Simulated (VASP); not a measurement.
Wanted: the native input for a VASP 6.6.1 run.

| Property | Result |
| --- | --- |
| Task | single point |
| Functional | PBE |
| Potentials or basis | VASP PAW PBE potentials, release 64 (Cd) |
| Cutoff | 520 eV |
| k mesh | 10 × 10 × 5 |
| Occupations | fermi-dirac, width 0.05 eV |
| Spin | no spin polarisation |
| Dipole correction | no |
| Further INCAR settings | ALGO = Normal; EDIFF = 1e-06; NBANDS = 19 |

The structure of Cd lies in POSCAR:

```
Cd
1.0
    2.9985981908      0.0000000000      0.0000000000
   -1.4992990954      2.5968622090      0.0000000000
    0.0000000000      0.0000000000      5.6548540644
Cd
2
Direct
    0.6666666667      0.3333333333      0.7500000000
    0.3333333333      0.6666666667      0.2500000000
```

This cell differs from its parent crystal: volume scaled by 1.02.

The input as run:

INCAR

```
SYSTEM = Cd
PREC     = Accurate       ! precision mode
ENCUT    = 520            ! plane-wave cutoff, eV
EDIFF    = 1E-6           ! SCF threshold, eV
ISMEAR   = -1             ! smearing method
SIGMA    = 0.05           ! smearing width, eV
LREAL    = .FALSE.        ! projectors in reciprocal space
LASPH    = .TRUE.         ! aspherical terms in the spheres
NELM     = 100            ! most SCF steps
ALGO     = Normal         ! electronic algorithm
ISIF     = 2              ! what is computed and relaxed
LWAVE    = .FALSE.        ! write WAVECAR
LCHARG   = .TRUE.         ! write CHGCAR
GGA      = PE             ! functional
LELF     = .TRUE.         ! ELF
LVHAR    = .TRUE.       
NBANDS   = 19             ! bands
```

KPOINTS

```
Automatic mesh
0
G
  10 10 5
  0 0 0
```

Potentials or basis: VASP PAW PBE potentials, release 64 (Cd).

The run is started by

```bash
$ cat potpaw_PBE.64/Cd/POTCAR > POTCAR
$ mpirun -np 1 vasp_std > vasp.out
```

It gave:

| Property | Result |
| --- | --- |
| Pressure | 2.0 GPa |
| Band gap on the k mesh | zero (band 12 reaches 3.85 eV, above the bottom of band 13 at -0.12 eV) |

Wall time 12 s on 1 thread of Intel(R) Xeon(R) Platinum 8488C (Sapphire Rapids), on a shared host, peak memory 0.17 GiB.
